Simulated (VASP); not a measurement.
Wanted: the native input for a VASP 6.6.1 run.

```
Task                   : relaxation of shape and atoms at fixed volume
Functional             : PBE
Potentials or basis    : VASP PAW PBE potentials, release 64 (Ru_pv, Al)
Cutoff                 : 600 eV
k mesh                 : 11 × 11 × 6
Occupations            : fermi-dirac, width 0.08 eV
Spin                   : no spin polarisation
Dipole correction      : no
Further INCAR settings : ALGO = Normal; EDIFF = 1e-06; IBRION = 2; EDIFFG = -0.005; NSW = 50; ISIF = 4
```

The structure of AlRu (NiAs type) lies in POSCAR:

```
AlRu
1.0
    2.5937102876      0.0000000000      0.0000000000
   -1.2968551438      2.2462189991      0.0000000000
    0.0000000000      0.0000000000      6.9844067889
Ru Al
2 2
Direct
    0.0000000000      0.0000000000      0.0000000000
    0.0000000000      0.0000000000      0.5000000000
    0.3333333333      0.6666666667      0.2500000000
    0.6666666667      0.3333333333      0.7500000000
```

These files were run (other wordings do the same):

INCAR

```
PREC = Accurate
ENCUT = 600
EDIFF = 1E-6
ISMEAR = -1
SIGMA = 0.08
LREAL = False
LASPH = True
NELM = 80
ALGO = Normal
ISIF = 4
LWAVE = False
LCHARG = False
GGA = PE
IBRION = 2
NSW = 50
EDIFFG = -0.005
```

KPOINTS

```
Automatic mesh
0
Gamma
  11 11 6
```

Potentials or basis: VASP PAW PBE potentials, release 64 (Ru_pv, Al).

Command:

```sh
$ cat potpaw_PBE.64/Ru_pv/POTCAR potpaw_PBE.64/Al/POTCAR > POTCAR
$ mpirun -np 1 vasp_std > vasp.out
```

It gave:

```json
{
  "Energy gained by relaxing": "5.1 meV/atom",
  "Ionic steps": "3",
  "Pressure after relaxing": "128.4 GPa",
  "Band gap on the k mesh": "zero (bands 17 and 18 overlap by 3.45 eV)"
}
```

Wall time 3.6 min on 1 thread of Intel Xeon 8259CL (shared host), peak memory 0.22 GiB.
